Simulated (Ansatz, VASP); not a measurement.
## Two plane-wave programs on Al

File INCAR:

```
PREC = Accurate
ENCUT = 520
EDIFF = 1E-6
ISMEAR = -1
SIGMA = 0.08
LREAL = False
LASPH = True
NELM = 100
ALGO = Normal
ISIF = 2
LWAVE = False
LCHARG = False
GGA = CA
NBANDS = 10
```

Contents of KPOINTS:

```
regular mesh
0
Gamma
  15 15 8
```

The input POSCAR:

```
Al
1.0
    2.3845229601      0.0000000000      0.0000000000
   -1.1922614800      2.0650574593      0.0000000000
    0.0000000000      0.0000000000      3.8869076372
Al
2
Direct
    0.3333333333      0.6666666667      0.2500000000
    0.6666666667      0.3333333333      0.7500000000
```

Input for Ansatz:

```yaml
crystal:
  lattice:
    - [2.3845229601, 0.0, 0.0]
    - [-1.19226148, 2.0650574593, 0.0]
    - [0.0, 0.0, 3.8869076372]
  atoms:
    - { symbol: Al, position: [0.3333333333, 0.6666666667, 0.25] }
    - { symbol: Al, position: [0.6666666667, 0.3333333333, 0.75] }
kpoints:
  mp_grid: { grid: [15, 15, 8] }
scf:
  occupations: { method: fermi_dirac, width: 0.08 }
hamiltonian:
  xc: lda
  pseudopotentials: { kind: paw }
output:
  forces: true
  stress: true
  eigenvalues: true
  populations: true
```

Change from the starting cell: volume scaled by 0.6, PAW files.

Alike in both runs: task single point; functional LDA; k mesh 15 × 15 × 8; occupations fermi-dirac, width 0.08 eV; no spin polarisation.

|  | VASP | Ansatz |
| --- | --- | --- |
| version | VASP 6.6.1 | Ansatz 0.2.0 |
| potentials or method | VASP PAW LDA potentials, release 64 (Al) | PAW with Ansatz's default frozen-core files, scalar-relativistic |
| plane-wave cutoff (eV) | 520 | 420 |
| valence electrons in the cell | 6 | 6 |

Ansatz gave:

```
pressure (GPa)                                                : 121.0
traceless stress, the component that is largest in VASP (GPa) : -0.12
```

Problem. Which values does VASP return?

Solution. Pressure (GPa): 122.3; traceless stress, the component that is largest in VASP (GPa): -0.15.

LDA's correlation is that of Perdew and Zunger in VASP and of Perdew and Wang (1992) in Ansatz. Both programs put the cell under a high pressure, so it lies far from rest at this level.

Noted on VASP's run: the cell as given lies far from equilibrium.
